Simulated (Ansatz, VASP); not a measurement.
Two plane-wave programs on SnSe

```
Sn Se
1.0
    -5.44574    5.44574    3.06185
     5.44574   -5.44574    3.06185
     5.44574    5.44574   -3.06185
Sn Se
4 4
Direct
  0.37620 0.87620 0.25239
  0.62380 0.12380 0.74761
  0.87620 0.62380 0.50000
  0.12380 0.37620 0.50000
  0.36918 0.13082 0.50000
  0.63082 0.86918 0.50000
  0.86918 0.36918 0.23836
  0.13082 0.63082 0.76164
```

Alike in both runs: functional PBE; k mesh 6 × 6 × 6; no spin polarisation.

Ansatz relaxed the structure, and its values are those at the end. VASP's run is a single point on that final structure, the one shown.

|  | VASP | Ansatz |
| --- | --- | --- |
| version | VASP 6.6.1 | Ansatz 0.2.0 |
| potentials or method | VASP PAW PBE potentials, release 64 (Sn_d, Se), cutoff 500 eV | scalar-relativistic, plane waves, PAW |
| occupations | gaussian, width 0.01 eV | fixed |
| valence electrons in the cell | 80 | 120 |

|  | VASP | Ansatz | Ansatz less VASP |
| --- | --- | --- | --- |
| gap on the k mesh at the Fermi level (eV) | 1.17 | 1.18 | +0.009 |
| least direct gap on the mesh (eV) | 1.17 | 1.18 | +0.009 |
| pressure (GPa) | 0.0 | 0.0 | -0.02 |
| rms of the force components (eV/Å) | 0.009 | 0.000 | -0.0090 |

VASP's potentials hold 80 valence electrons a cell and Ansatz's 120, so a difference there can come from the potentials and not from the codes.
